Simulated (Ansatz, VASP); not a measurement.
**MgO in VASP and in Ansatz**

Contents of POSCAR:

```
MgO
1.0
    2.8633843635      0.0000000000      0.0000000000
   -1.4316921818      2.4797635996      0.0000000000
    0.0000000000      0.0000000000      4.9881520406
Mg O
2 2
Direct
    0.0000000000      0.0000000000      0.0000000000
    0.0000000000      0.0000000000      0.5000000000
    0.3333333333      0.6666666667      0.2500000000
    0.6666666667      0.3333333333      0.7500000000
```

File INCAR.step1:

```
  PREC = Accurate
  ENCUT = 520
  ISMEAR = 0
  SIGMA = 0.01
  LREAL = F
  LASPH = T
  NELM = 100
  NBANDS = 16
  GGA = PE
  ALGO = Normal
  EDIFF = 1E-4
  LWAVE = T
  LCHARG = F
```

File INCAR.step2:

```
  PREC = Accurate
  ENCUT = 520
  EDIFF = 1E-7
  ISMEAR = 0
  SIGMA = 0.01
  LREAL = F
  LASPH = T
  NELM = 100
  ALGO = Normal
  ISIF = 2
  LWAVE = F
  LCHARG = T
  METAGGA = R2SCAN
  LMIXTAU = T
  LELF = T
  LVHAR = T
  NBANDS = 16
  ISTART = 1
```

File KPOINTS:

```
regular mesh
0
Gamma
  9 9 4
```

Input for Ansatz:

```yaml
crystal:
  lattice:
    - [2.8633843635, 0.0, 0.0]
    - [-1.4316921818, 2.4797635996, 0.0]
    - [0.0, 0.0, 4.9881520406]
  atoms:
    - { symbol: Mg, position: [0.0, 0.0, 0.0] }
    - { symbol: Mg, position: [0.0, 0.0, 0.5] }
    - { symbol: O, position: [0.3333333333, 0.6666666667, 0.25] }
    - { symbol: O, position: [0.6666666667, 0.3333333333, 0.75] }
kpoints:
  mp_grid: { grid: [9, 9, 4] }
hamiltonian:
  xc: r2scan
scf:
  occupations: { method: fixed }
  n_extra_bands: 5
output:
  forces: true
  stress: true
  eigenvalues: true
```

Alike in both runs: task single point; functional r2SCAN; k mesh 9 × 9 × 4; no spin polarisation.

|  | VASP | Ansatz |
| --- | --- | --- |
| version | VASP 6.6.1 | Ansatz 0.2.0 |
| potentials or method | VASP PAW PBE potentials, release 64 (Mg, O) | plane waves, PAW |
| plane-wave cutoff (eV) | 520 | 500 |
| occupations | gaussian, width 0.01 eV | fixed |
| valence electrons in the cell | 16 | 32 |

```csv
,VASP,Ansatz,Ansatz less VASP
gap on the k mesh at the Fermi level (eV),5.95,5.97,+0.024
pressure (GPa),10.3,11.4,+1.08
"traceless stress, the component that is largest in VASP (GPa)",0.66,0.67,+0.012
```

VASP's potentials were made for PBE, not for r2SCAN. VASP's potentials hold 16 valence electrons a cell and Ansatz's 32, so a difference there can come from the potentials and not from the codes.
